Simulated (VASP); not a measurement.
# C in VASP: single point with PBEsol+D3(BJ)

Aim: the single point of C with PBEsol+D3(BJ).

All numbers are computed with VASP 6.6.1; they aren't measurements. Logs are shortened: lines on timing, memory, paths and dates and some standing lists are left out, and cuts for length are marked.

## 1. The cell of the first run

The cell holds a slab with vacuum, 4 atoms: a = 2.458 Å, b = 2.458 Å, c = 24.082 Å, α = 90.00°, β = 90.00°, γ = 120.00°.

## 2. Single point, PBEsol+D3(BJ)

The input, INCAR:

```
ALGO     = Normal         # electronic algorithm
EDIFF    = 1E-6           # SCF threshold, eV
ENCUT    = 520            # plane-wave cutoff, eV
GGA      = PS             # functional
ISIF     = 2              # what is computed and relaxed
ISMEAR   = 0              # smearing method
IVDW     = 12             # dispersion correction
LASPH    = True           # aspherical terms in the spheres
LCHARG   = False          # write CHGCAR
LREAL    = False          # projectors in reciprocal space
LWAVE    = False          # write WAVECAR
NBANDS   = 16             # bands
NELM     = 80             # most SCF steps
PREC     = Accurate       # precision mode
SIGMA    = 0.15           # smearing width, eV
```

The input, KPOINTS:

```
k-points
0
Gamma
  18 18 2
```

The input, POSCAR:

```
C
1.0
    2.4583439063      0.0000000000      0.0000000000
   -1.2291719532      2.1289882741      0.0000000000
    0.0000000000      0.0000000000     24.0817809976
C
4
Direct
    0.0000000000      0.0000000000      0.5692472725
    0.0000000000      0.0000000000      0.4307527275
    0.3333333333      0.6666666667      0.4307319445
    0.6666666667      0.3333333333      0.5692680555
```

Potentials or basis: VASP PAW PBE potentials, release 64 (C).

Launch:

```
$ cat potpaw_PBE.64/C/POTCAR > POTCAR
$ mpirun -np 1 vasp_std > vasp.out
```

OUTCAR:

```text
EDIFF = 1E-6
   ENCUT = 520
   GGA = PS
   ISIF = 2
   ISMEAR = 0
   IVDW = 12
   LASPH = True
   LREAL = False
   NELM = 80
   PREC = Accurate
 IVDW          = 12

 ion  position               nearest neighbor table
   1  0.000  0.000  0.569-   4 1.42   4 1.42   4 1.42
   2  0.000  0.000  0.431-   3 1.42   3 1.42   3 1.42
   3  0.333  0.667  0.431-   2 1.42   2 1.42   2 1.42
   4  0.667  0.333  0.569-   1 1.42   1 1.42   1 1.42

  LATTYP: Found a hexagonal cell.
 ALAT       =     2.4583439063
 C/A-ratio  =     9.7959365799

  Lattice vectors:

 A1 = (   2.4583439063,   0.0000000000,   0.0000000000)
 A2 = (  -1.2291719532,   2.1289882741,   0.0000000000)
 A3 = (   0.0000000000,   0.0000000000,  24.0817809976)

Analysis of symmetry for initial positions (statically):
=====================================================================
 Subroutine PRICEL returns:
 Original cell was already a primitive cell.

 Routine SETGRP: Setting up the symmetry group for a
 hexagonal supercell.

 Subroutine GETGRP returns: Found 12 space group operations
 (whereof 12 operations were pure point group operations)
 out of a pool of 24 trial point group operations.

The static configuration has the point symmetry D_3d.

Analysis of symmetry for dynamics (positions and initial velocities):
=====================================================================
 Subroutine PRICEL returns:
 Original cell was already a primitive cell.

 Routine SETGRP: Setting up the symmetry group for a
 hexagonal supercell.

 Subroutine GETGRP returns: Found 12 space group operations
 (whereof 12 operations were pure point group operations)
 out of a pool of 24 trial point group operations.

The dynamic configuration has the point symmetry D_3d.

 Subroutine INISYM returns: Found 12 space group operations
 (whereof 12 operations are pure point group operations),
 and found     1 'primitive' translations

----------------------------------------------------------------------------------------

                                     Primitive cell

  volume of cell :     126.0389

  direct lattice vectors                    reciprocal lattice vectors
     2.458343906  0.000000000  0.000000000     0.406777912  0.234853337  0.000000000
    -1.229171953  2.128988274  0.000000000     0.000000000  0.469706673  0.000000000
     0.000000000  0.000000000 24.081780998     0.000000000  0.000000000  0.041525168

  length of vectors
     2.458343906  2.458343906 24.081780998     0.469706673  0.469706673  0.041525168

  position of ions in fractional coordinates (direct lattice)
     0.000000000  0.000000000  0.569247273
     0.000000000  0.000000000  0.430752727
     0.333333333  0.666666667  0.430731945
     0.666666667  0.333333333  0.569268055

  ion indices of the primitive-cell ions
   primitive index   ion index
                 1           1
                 2           2
                 3           3
                 4           4

----------------------------------------------------------------------------------------

 KPOINTS: k-points

Automatic generation of k-mesh.
 Grid dimensions read from file:
 generate k-points for:   18   18    2

 Generating k-lattice:

  Cartesian coordinates                     Fractional coordinates (reciprocal lattice)
     0.022598773  0.013047408  0.000000000     0.055555556  0.000000000  0.000000000
     0.000000000  0.026094815  0.000000000     0.000000000  0.055555556  0.000000000
     0.000000000  0.000000000  0.020762584     0.000000000  0.000000000  0.500000000

  Length of vectors
     0.026094815  0.026094815  0.020762584

  Shift w.r.t. Gamma in fractional coordinates (k-lattice)
     0.000000000  0.000000000  0.000000000

 Subroutine IBZKPT returns following result:
 ===========================================

 Found     74 irreducible k-points:

 Following reciprocal coordinates:
            Coordinates               Weight
  0.000000  0.000000  0.000000      1.000000
  0.055556  0.000000  0.000000      6.000000
  0.111111  0.000000  0.000000      6.000000
  0.166667  0.000000  0.000000      6.000000
  0.222222  0.000000  0.000000      6.000000
  0.277778 -0.000000  0.000000      6.000000
[... 16 lines left out ...]
  0.333333  0.111111  0.000000     12.000000
  0.388889  0.111111  0.000000     12.000000
 [... further k-points ...]
   k-points           NKPTS =     74   k-points in BZ     NKDIM =     74   number of bands    NBANDS=     16
   number of dos      NEDOS =    301   number of ions     NIONS =      4
   total plane-waves  NPLWV =  58320
   dimension x,y,z NGX =    18 NGY =   18 NGZ =  180
   dimension x,y,z NGXF=    36 NGYF=   36 NGZF=  360
   ions per type =               4
   NGX,Y,Z   is equivalent  to a cutoff of  12.17, 12.17, 12.43 a.u.
   NGXF,Y,Z  is equivalent  to a cutoff of  24.35, 24.35, 24.85 a.u.
 SYSTEM =  unknown system
   PREC   = accura    normal or accurate (medium, high low for compatibility)
   ISTART =      0    job   : 0-new  1-cont  2-samecut
   ICHARG =      2    charge: 1-file 2-atom 10-const
   ISPIN  =      1    spin polarized calculation?
   LNONCOLLINEAR =      F non collinear calculations
   LSORBIT =      F    spin-orbit coupling
   LASPH  =      T    aspherical Exc in radial PAW
   ENCUT  =  520.0 eV  38.22 Ry    6.18 a.u.   4.57  4.57 44.78*2*pi/ulx,y,z
   NELM   =     80;   NELMIN=  2; NELMDL= -5     # of ELM steps
   EDIFF  = 0.1E-05   stopping-criterion for ELM
   LREAL  =      F    real-space projection
   EDIFFG = 0.1E-04   stopping-criterion for IOM
   NSW    =      0    number of steps for IOM
   IBRION =     -1    ionic relax: 0-MD 1-quasi-New 2-CG
   NFREE  =      0    steps in history (QN), initial steepest desc. (CG)
   ISIF   =      2    stress and relaxation
   ISYM   =      2    0-nonsym 1-usesym 2-fastsym
   POTIM  = 0.5000    time-step for ionic-motion
   TEBEG  =    0.0;   TEEND  =   0.0 temperature during run
   PSTRESS=    0.0 pullay stress
   NELECT =      16.0000    total number of electrons
   NUPDOWN=      -1.0000    fix difference up-down
   EMIN   =  10.00;   EMAX   =-10.00  energy-range for DOS
   EFERMI =   0.00;   METHOD = LEGACY
   ISMEAR =     0;   SIGMA  =   0.15  broadening in eV -4-tet -1-fermi 0-gaus
   EFERMI_NEDOS =   21; number of points for ismear=-14 and -15
   IALGO  =     38    algorithm
   IMIX   =      4    mixing-type and parameters
     AMIX     =   0.40;   BMIX     =  1.00
     AMIX_MAG =   1.60;   BMIX_MAG =  1.00
  volume/ion in A,a.u.               =      31.51       212.64
  Fermi-wavevector in a.u.,A,eV,Ry     =   0.822773  1.554815  9.210536  0.676955
  Thomas-Fermi vector in A             =   1.934167
   LORBIT       =      0    0 simple, 1 ext, 2 COOP (PROOUT), +10 PAW based schemes
   GGA     = PS    functional components
   LHFCALC =     F    Hartree Fock is set to
   AEXX    =    0.0000 exact exchange contribution
   IVDW    =    12    specifies the selected vdW correction
   LEPSILON=     F    determine dielectric tensor
   LRPA    =     F    only Hartree local field effects (RPA)
 non-spin polarized calculation
 Gauss-broadening in eV      SIGMA  =   0.15
  energy-cutoff  :      520.00
  volume of cell :      126.04
 maximum number of plane-waves:      3452
   NGX =  9   NGY =  9   NGZ = 89

 number of electron      15.9999994 magnetization

 Free energy of the ion-electron system (eV)
  ---------------------------------------------------
  ext. energy  EPLUGINS =         0.00000000
  ---------------------------------------------------
  free energy    TOTEN  =       -38.56855192 eV

  energy without entropy =      -38.56750324  energy(sigma->0) =      -38.56802758

 E-fermi :  -1.8263     XC(G=0):  -3.2893

 val. band max:       -1.8263113103   @ k =   0.3333   0.3333   0.5000
 cond. band min:      -1.4587141600   @ k =   0.3333   0.3333   0.0000
 fundamental gap:      0.3675971503
 Fermi energy:        -1.8262769024

 k-point     1 :       0.0000    0.0000    0.0000
  band No.  band energies     occupation
      1     -21.4466      2.00000
      2     -21.2851      2.00000
      3     -10.0288      2.00000
      4      -9.0006      2.00000
      5      -4.8111      2.00000
      6      -4.8111      2.00000
[... 8 lines left out ...]
     15       5.1233      0.00000
     16       6.5256      0.00000

 k-point     2 :       0.0556    0.0000    0.0000
  band No.  band energies     occupation
      1     -21.3728      2.00000
      2     -21.2120      2.00000
      3      -9.9394      2.00000
      4      -8.9141      2.00000
      5      -5.1117      2.00000
      6      -5.0979      2.00000
[... 8 lines left out ...]
     15       5.2227      0.00000
     16       6.5899      0.00000

 k-point     3 :       0.1111    0.0000    0.0000
  band No.  band energies     occupation
      1     -21.1519      2.00000
      2     -20.9932      2.00000
      3      -9.6723      2.00000
      4      -8.6558      2.00000
      5      -5.9370      2.00000
      6      -5.9140      2.00000
[... 8 lines left out ...]
     15       5.5206      0.00000
     16       6.5859      0.00000

 k-point     4 :       0.1667    0.0000    0.0000
  band No.  band energies     occupation
      1     -20.7847      2.00000
      2     -20.6297      2.00000
      3      -9.2303      2.00000
      4      -8.2291      2.00000
      5      -7.1223      2.00000
      6      -7.0877      2.00000
[... 8 lines left out ...]
     15       6.0097      0.00000
     16       6.5185      0.00000
[... 324 lines left out ...]
 k-point    22 :       0.2778    0.1111    0.0000
  band No.  band energies     occupation
      1     -18.6190      2.00000
      2     -18.4849      2.00000
      3     -11.3732      2.00000
      4     -11.3061      2.00000
      5      -8.4829      2.00000
      6      -8.4457      2.00000
[... 8 lines left out ...]
     15       7.2149      0.00000
     16       7.2750      0.00000

 k-point    23 :       0.3333    0.1111    0.0000
  band No.  band energies     occupation
      1     -17.7071      2.00000
      2     -17.5821      2.00000
      3     -12.7650      2.00000
      4     -12.6853      2.00000
      5      -8.8563      2.00000
      6      -8.8164      2.00000
[... 8 lines left out ...]
     15       7.8542      0.00000
     16       8.5497      0.00000

 k-point    24 :       0.3889    0.1111    0.0000
  band No.  band energies     occupation
      1     -16.6954      2.00000
      2     -16.5833      2.00000
      3     -14.0752      2.00000
      4     -13.9875      2.00000
      5      -9.0827      2.00000
      6      -9.0414      2.00000
[... 8 lines left out ...]
     15       9.3679      0.00000
     16       9.9663      0.00000

 [... further k-points ...]

------------------------ aborting loop because EDIFF is reached ----------------------------------------

 Edisp (eV)   -0.30642

 E8    (eV) :    -0.1553

  FORCE on cell =-STRESS in cart. coord.  units (eV):
  Direction    XX          YY          ZZ          XY          YZ          ZX
  --------------------------------------------------------------------------------------
  -------------------------------------------------------------------------------------
  Total       0.23206     0.23206    -0.02291    -0.00000     0.00000    -0.00000
  in kB       2.94994     2.94994    -0.29118    -0.00000     0.00000    -0.00000
  external pressure =        1.87 kB  Pullay stress =        0.00 kB

 VOLUME and BASIS-vectors are now :
 -----------------------------------------------------------------------------
  energy-cutoff  :      520.00
  volume of cell :      126.04
      direct lattice vectors                 reciprocal lattice vectors
     2.458343906  0.000000000  0.000000000     0.406777912  0.234853337  0.000000000
    -1.229171953  2.128988274  0.000000000     0.000000000  0.469706673  0.000000000
     0.000000000  0.000000000 24.081780998     0.000000000  0.000000000  0.041525168

 POSITION                                       TOTAL-FORCE (eV/Angst)
 -----------------------------------------------------------------------------------
      0.00000      0.00000     13.70849        -0.000000      0.000000     -0.001325
      0.00000      0.00000     10.37329         0.000000     -0.000000      0.001325
     -0.00000      1.41933     10.37279        -0.000000      0.000000     -0.000797
      1.22917      0.70966     13.70899         0.000000     -0.000000      0.000797
 -----------------------------------------------------------------------------------
    total drift:                               -0.000000      0.000000      0.000000

  FREE ENERGIE OF THE ION-ELECTRON SYSTEM (eV)
  ---------------------------------------------------
  free  energy   TOTEN  =       -38.8749672611 eV

  energy  without entropy=      -38.8739185875  energy(sigma->0) =      -38.87444292
```

Run time: 4.9 min. Hardware: 1 thread of AMD EPYC 7R13, shared host; peak memory 0.26 GiB.

Results:

* Free energy: -38.8750 eV
* Band gap on the k mesh: zero (filled and empty bands touch)
* Dispersion energy per atom: -0.077 eV

Caveat: the PAW data sets were made with another functional, which shifts forces and pressure a little.
